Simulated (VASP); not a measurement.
# Rh (P6/mmm) in VASP: notebook

Rh is run at these levels: PBE; tasks: single point, relaxation of cell and atoms.

All numbers are computed with VASP 6.6.1; they aren't measurements. Logs are shortened: lines on timing, memory, paths and dates and some standing lists are left out, and cuts for length are marked.

## 1. The cell of the first run

Symmetry: P6/mmm, No. 191, hexagonal system. The conventional cell has a = 2.638 Å, b = 2.638 Å, c = 2.543 Å, α = 90.00°, β = 90.00°, γ = 120.00°. Within 3.4 Å of Rh (site symmetry 6/mmm) lie 8 Rh at 2.54 to 2.64 Å.

This isn't the form of Rh at room conditions, which is fcc.

## 2. Single point, PBE

INCAR

```
SYSTEM = Rh
PREC     = Accurate       ! precision mode
ENCUT    = 520            ! plane-wave cutoff, eV
EDIFF    = 1E-6           ! SCF threshold, eV
ISMEAR   = 0              ! smearing method
SIGMA    = 0.1            ! smearing width, eV
LREAL    = .FALSE.        ! projectors in reciprocal space
LASPH    = .TRUE.         ! aspherical terms in the spheres
NELM     = 60             ! most SCF steps
ALGO     = Fast           ! electronic algorithm
ISIF     = 2              ! what is computed and relaxed
LWAVE    = .FALSE.        ! write WAVECAR
LCHARG   = .FALSE.        ! write CHGCAR
GGA      = PE             ! functional
NBANDS   = 14             ! bands
```

KPOINTS

```
regular mesh
0
G
  24 24 22
  0 0 0
```

POSCAR

```
Rh
1.0
    2.6376576136      0.0000000000      0.0000000000
   -1.3188288068      2.2842784998      0.0000000000
    0.0000000000      0.0000000000      2.5425646325
Rh
1
Direct
    0.0000000000      0.0000000000      0.0000000000
```

Potentials or basis: VASP PAW PBE potentials, release 64 (Rh_pv).

The run is started by

```
> cat potpaw_PBE.64/Rh_pv/POTCAR > POTCAR
> mpirun -np 1 vasp_std > vasp.out
```

OUTCAR:

```text
SYSTEM = Rh
   PREC = Accurate
   ENCUT = 520
   EDIFF = 1E-6
   ISMEAR = 0
   LREAL = .FALSE.
   LASPH = .TRUE.
   NELM = 60
   ISIF = 2
   GGA = PE

 ion  position               nearest neighbor table
   1  0.000  0.000  0.000-

  LATTYP: Found a hexagonal cell.
 ALAT       =     2.6376576136
 C/A-ratio  =     0.9639479436

  Lattice vectors:

 A1 = (   2.6376576136,   0.0000000000,   0.0000000000)
 A2 = (  -1.3188288068,   2.2842784998,   0.0000000000)
 A3 = (   0.0000000000,   0.0000000000,   2.5425646325)

Analysis of symmetry for initial positions (statically):
=====================================================================
 Subroutine PRICEL returns:
 Original cell was already a primitive cell.

 Routine SETGRP: Setting up the symmetry group for a
 hexagonal supercell.

 Subroutine GETGRP returns: Found 24 space group operations
 (whereof 24 operations were pure point group operations)
 out of a pool of 24 trial point group operations.

The static configuration has the point symmetry D_6h.

Analysis of symmetry for dynamics (positions and initial velocities):
=====================================================================
 Subroutine PRICEL returns:
 Original cell was already a primitive cell.

 Routine SETGRP: Setting up the symmetry group for a
 hexagonal supercell.

 Subroutine GETGRP returns: Found 24 space group operations
 (whereof 24 operations were pure point group operations)
 out of a pool of 24 trial point group operations.

The dynamic configuration has the point symmetry D_6h.

 Subroutine INISYM returns: Found 24 space group operations
 (whereof 24 operations are pure point group operations),
 and found     1 'primitive' translations

----------------------------------------------------------------------------------------

                                     Primitive cell

  volume of cell :      15.3193

  direct lattice vectors                    reciprocal lattice vectors
     2.637657614  0.000000000  0.000000000     0.379124263  0.218887496  0.000000000
    -1.318828807  2.284278500  0.000000000     0.000000000  0.437774991  0.000000000
     0.000000000  0.000000000  2.542564632     0.000000000  0.000000000  0.393303670

  length of vectors
     2.637657614  2.637657614  2.542564632     0.437774991  0.437774991  0.393303670

  position of ions in fractional coordinates (direct lattice)
     0.000000000  0.000000000  0.000000000

  ion indices of the primitive-cell ions
   primitive index   ion index
                 1           1

----------------------------------------------------------------------------------------

 KPOINTS: regular mesh

Automatic generation of k-mesh.
 Grid dimensions read from file:
 generate k-points for:   24   24   22

 Generating k-lattice:

  Cartesian coordinates                     Fractional coordinates (reciprocal lattice)
     0.015796844  0.009120312  0.000000000     0.041666667  0.000000000  0.000000000
     0.000000000  0.018240625  0.000000000     0.000000000  0.041666667  0.000000000
     0.000000000  0.000000000  0.017877440     0.000000000  0.000000000  0.045454545

  Length of vectors
     0.018240625  0.018240625  0.017877440

  Shift w.r.t. Gamma in fractional coordinates (k-lattice)
     0.000000000  0.000000000  0.000000000

 Subroutine IBZKPT returns following result:
 ===========================================

 Found    732 irreducible k-points:

 Following reciprocal coordinates:
            Coordinates               Weight
  0.000000  0.000000  0.000000      1.000000
  0.041667 -0.000000  0.000000      6.000000
  0.083333 -0.000000  0.000000      6.000000
  0.125000 -0.000000  0.000000      6.000000
  0.166667 -0.000000  0.000000      6.000000
  0.208333  0.000000  0.000000      6.000000
[... 16 lines left out ...]
  0.416667  0.041667  0.000000     12.000000
  0.458333  0.041667  0.000000     12.000000
 [... further k-points ...]
   k-points           NKPTS =    732   k-points in BZ     NKDIM =    732   number of bands    NBANDS=     14
   number of dos      NEDOS =    301   number of ions     NIONS =      1
   total plane-waves  NPLWV =   8000
   dimension x,y,z NGX =    20 NGY =   20 NGZ =   20
   dimension x,y,z NGXF=    40 NGYF=   40 NGZF=   40
   ions per type =               1
   NGX,Y,Z   is equivalent  to a cutoff of  12.61, 12.61, 13.08 a.u.
   NGXF,Y,Z  is equivalent  to a cutoff of  25.21, 25.21, 26.15 a.u.
 SYSTEM =  Rh
   PREC   = accura    normal or accurate (medium, high low for compatibility)
   ISTART =      0    job   : 0-new  1-cont  2-samecut
   ICHARG =      2    charge: 1-file 2-atom 10-const
   ISPIN  =      1    spin polarized calculation?
   LNONCOLLINEAR =      F non collinear calculations
   LSORBIT =      F    spin-orbit coupling
   LASPH  =      T    aspherical Exc in radial PAW
   ENCUT  =  520.0 eV  38.22 Ry    6.18 a.u.   4.90  4.90  4.73*2*pi/ulx,y,z
   NELM   =     60;   NELMIN=  2; NELMDL= -5     # of ELM steps
   EDIFF  = 0.1E-05   stopping-criterion for ELM
   LREAL  =      F    real-space projection
[... 7 lines left out ...]
   TEBEG  =    0.0;   TEEND  =   0.0 temperature during run
   PSTRESS=    0.0 pullay stress
   NELECT =      15.0000    total number of electrons
   NUPDOWN=      -1.0000    fix difference up-down
   EMIN   =  10.00;   EMAX   =-10.00  energy-range for DOS
   EFERMI =   0.00;   METHOD = LEGACY
   ISMEAR =     0;   SIGMA  =   0.10  broadening in eV -4-tet -1-fermi 0-gaus
   EFERMI_NEDOS =   21; number of points for ismear=-14 and -15
   IALGO  =     68    algorithm
   IMIX   =      4    mixing-type and parameters
     AMIX     =   0.40;   BMIX     =  1.00
     AMIX_MAG =   1.60;   BMIX_MAG =  1.00
  volume/ion in A,a.u.               =      15.32       103.38
  Fermi-wavevector in a.u.,A,eV,Ry     =   1.625644  3.072022 35.956364  2.642718
  Thomas-Fermi vector in A             =   2.718733
   LORBIT       =      0    0 simple, 1 ext, 2 COOP (PROOUT), +10 PAW based schemes
   GGA     = PE    functional components
   LHFCALC =     F    Hartree Fock is set to
   AEXX    =    0.0000 exact exchange contribution
   IVDW    =     0    specifies the selected vdW correction
   LEPSILON=     F    determine dielectric tensor
   LRPA    =     F    only Hartree local field effects (RPA)
 non-spin polarized calculation
 RMM-DIIS sequential band-by-band and
 Gauss-broadening in eV      SIGMA  =   0.10
  energy-cutoff  :      520.00
  volume of cell :       15.32
 maximum number of plane-waves:       429
 NGX is ok and might be reduce to    20
   NGX =  9   NGY =  9   NGZ =  9

 number of electron      15.0000006 magnetization

 Free energy of the ion-electron system (eV)
  ---------------------------------------------------
  ext. energy  EPLUGINS =         0.00000000
  ---------------------------------------------------
  free energy    TOTEN  =        -6.77013569 eV

  energy without entropy =       -6.76159948  energy(sigma->0) =       -6.76586758

 E-fermi :  10.0013     XC(G=0): -13.2510

 val. band max:        9.9989047062   @ k =   0.3333   0.1667   0.0455
 cond. band min:      10.0034621329   @ k =   0.2083   0.1250   0.1364
 fundamental gap:      0.0045574266
 Fermi energy:        10.0013066387

 k-point     1 :       0.0000    0.0000    0.0000
  band No.  band energies     occupation
      1     -36.0317      2.00000
      2     -36.0317      2.00000
      3     -35.9740      2.00000
      4       2.9502      2.00000
      5       4.8859      2.00000
      6       7.4518      2.00000
      7       7.4518      2.00000
      8      10.8638      0.00000
      9      10.8638      0.00000
     10      26.3375      0.00000
     11      26.5284      0.00000
     12      31.0987      0.00000
     13      32.9209      0.00000
     14      32.9209      0.00000

 k-point     2 :       0.0417   -0.0000    0.0000
  band No.  band energies     occupation
      1     -36.0438      2.00000
      2     -36.0346      2.00000
      3     -35.9727      2.00000
      4       3.0162      2.00000
      5       4.9092      2.00000
      6       7.4095      2.00000
      7       7.5017      2.00000
      8      10.8162      0.00000
      9      10.8555      0.00000
     10      26.4539      0.00000
     11      26.6121      0.00000
     12      31.0864      0.00000
     13      32.3256      0.00000
     14      32.6760      0.00000

 k-point     3 :       0.0833   -0.0000    0.0000
  band No.  band energies     occupation
      1     -36.0791      2.00000
      2     -36.0429      2.00000
      3     -35.9689      2.00000
      4       3.2091      2.00000
      5       4.9781      2.00000
      6       7.2924      2.00000
      7       7.6498      2.00000
      8      10.6796      0.00000
      9      10.8311      0.00000
     10      26.7957      0.00000
     11      26.8202      0.00000
     12      31.0530      0.00000
     13      31.2262      0.00000
     14      32.0523      0.00000
[... 324 lines left out ...]
 k-point    23 :       0.4167    0.0417    0.0000
  band No.  band energies     occupation
      1     -36.6872      2.00000
      2     -36.1970      2.00000
      3     -35.8999      2.00000
      4       4.6027      2.00000
      5       5.9206      2.00000
      6       8.7280      2.00000
      7      10.0111      0.88938
      8      10.3842      0.00000
      9      11.4573      0.00000
     10      18.4873      0.00000
     11      24.9291      0.00000
     12      29.5385      0.00000
     13      31.8552      0.00000
     14      33.3164      0.00000

 k-point    24 :       0.4583    0.0417    0.0000
  band No.  band energies     occupation
      1     -36.7092      2.00000
      2     -36.2026      2.00000
      3     -35.8973      2.00000
      4       4.5501      2.00000
      5       5.9769      2.00000
      6       8.6676      2.00000
      7      10.3615      0.00000
      8      10.3682      0.00000
      9      11.7591      0.00000
     10      17.8886      0.00000
     11      24.6866      0.00000
     12      29.4033      0.00000
     13      32.2325      0.00000
     14      33.5244      0.00000

 [... further k-points ...]
[... 5 lines left out ...]
  --------------------------------------------------------------------------------------
  -------------------------------------------------------------------------------------
  Total        0.0017954      0.0017954     -0.0026741     -0.0000000      0.0000000      0.0000000
  in kB        0.1877736      0.1877736     -0.2796693     -0.0000000      0.0000000      0.0000000
  external PRESSURE =       0.0319593 kB  Pullay stress =       0.0000000 kB

 VOLUME and BASIS-vectors are now :
 -----------------------------------------------------------------------------
  energy-cutoff  :      520.00
  volume of cell :       15.32
      direct lattice vectors                 reciprocal lattice vectors
     2.637657614  0.000000000  0.000000000     0.379124263  0.218887496  0.000000000
    -1.318828807  2.284278500  0.000000000     0.000000000  0.437774991  0.000000000
     0.000000000  0.000000000  2.542564632     0.000000000  0.000000000  0.393303670

 POSITION                                       TOTAL-FORCE (eV/Angst)
 -----------------------------------------------------------------------------------
      0.00000      0.00000      0.00000         0.000000      0.000000      0.000000
 -----------------------------------------------------------------------------------
    total drift:                               -0.000000      0.000000     -0.000000

  FREE ENERGIE OF THE ION-ELECTRON SYSTEM (eV)
  ---------------------------------------------------
  free  energy   TOTEN  =        -6.7701356875 eV

  energy  without entropy=       -6.7615994751  energy(sigma->0) =       -6.76586758
```

It took 66 s on 1 thread of AMD EPYC 9R45 (Zen 5), shared host; peak memory 0.21 GiB.

Results:

* Free energy: -6.7701 eV
* Pressure: 0.0 GPa
* Band gap on the k mesh: zero (an odd number of electrons rules out a gap without spin polarisation)

Levels at points of the mesh, in eV from the Fermi level:
```csv
k point,band 4,band 5,band 6,band 7,band 8,band 9,band 10,band 11,band 12,band 13
"(0.00, 0.00, 0.00)",-7.05,-5.12,-2.55,-2.55,0.86,0.86,16.34,16.53,21.10,22.92
"(0.50, 0.00, 0.00)",-5.51,-4.02,-1.35,0.39,0.94,1.24,7.82,14.94,19.32,22.91
"(0.00, 0.00, 0.50)",-4.74,-2.11,-2.11,-1.02,-1.02,-0.25,6.24,19.58,22.89,22.89
"(0.50, 0.00, 0.50)",-5.46,-4.58,-1.86,1.40,2.12,6.65,6.79,15.09,15.66,18.14
```

## 3. Relaxation of cell and atoms, PBE

INCAR

```
PREC     = Accurate       # precision mode
ENCUT    = 600            # plane-wave cutoff, eV
EDIFF    = 1E-7           # SCF threshold, eV
ISMEAR   = 0              # smearing method
SIGMA    = 0.1            # smearing width, eV
LREAL    = F              # projectors in reciprocal space
LASPH    = T              # aspherical terms in the spheres
NELM     = 60             # most SCF steps
ALGO     = Fast           # electronic algorithm
ISIF     = 3              # what is computed and relaxed
LWAVE    = F              # write WAVECAR
LCHARG   = F              # write CHGCAR
GGA      = PE             # functional
IBRION   = 2              # ionic algorithm
NSW      = 100            # ionic steps
EDIFFG   = -0.01          # ionic threshold
```

KPOINTS

```
regular mesh
0
Gamma
  24 24 22
```

POSCAR

```
Rh
1.0
    2.6339799558      0.0000000000      0.0000000000
   -1.3169899779      2.2810935548      0.0000000000
    0.0000000000      0.0000000000      2.5477319116
Rh
1
Direct
    0.0000000000      0.0000000000      0.0000000000
```

Potentials or basis: VASP PAW PBE potentials, release 64 (Rh_pv).

The run is started by

```
> cat potpaw_PBE.64/Rh_pv/POTCAR > POTCAR
> mpirun -np 1 vasp_std > vasp.out
```

Run time: 3.8 min. Hardware: 1 thread of AMD EPYC 9R45 (Zen 5), shared host; peak memory 0.24 GiB.

Results (log left out):

```
Free energy                           : -6.7701 eV
Relaxed volume                        : 15.31 Å³/atom
Relaxed cell                          : a = 2.637 Å, b = 2.637 Å, c = 2.542 Å, α = 90.00°, β = 90.00°, γ = 120.00°
Space group after relaxing (to 0.1 Å) : P6/mmm (No. 191)
Energy gained by relaxing             : 0.1 meV/atom
Ionic steps                           : 5
Pressure after relaxing               : 0.0 GPa
Band gap on the k mesh                : zero (an odd number of electrons rules out a gap without spin polarisation)
```

The path:
| step | energy change (eV) | largest force (eV/Å) | pressure (GPa) | volume (Å³) |
| --- | --- | --- | --- | --- |
| 1 | 0.0000 | 0.0000 | 0.17 | 15.31 |
| 2 | 0.0000 | 0.0000 | -0.47 | 15.34 |
| 3 | -0.0001 | 0.0000 | -0.15 | 15.33 |
| 4 | -0.0001 | 0.0000 | 0.21 | 15.30 |
| 5 | -0.0001 | 0.0000 | 0.02 | 15.31 |

Final structure:
```yaml
crystal:
  lattice:
    - [2.63748, 0.00000, 0.00000]
    - [-1.31874, 2.28413, 0.00000]
    - [0.00000, 0.00000, 2.54202]
  atoms:
    - { symbol: Rh, position: [0.00000, 0.00000, 0.00000] }
```

Levels at points of the mesh, in eV from the Fermi level:
```csv
k point,band 6,band 7,band 8,band 9,band 10,band 11
"(0.00, 0.00, 0.00)",-2.55,-2.55,0.86,0.86,16.34,16.53
"(0.50, 0.00, 0.00)",-1.35,0.39,0.94,1.24,7.82,14.94
"(0.00, 0.00, 0.50)",-2.11,-1.02,-1.02,-0.25,6.24,19.58
"(0.50, 0.00, 0.50)",-1.87,1.40,2.12,6.65,6.80,15.10
```
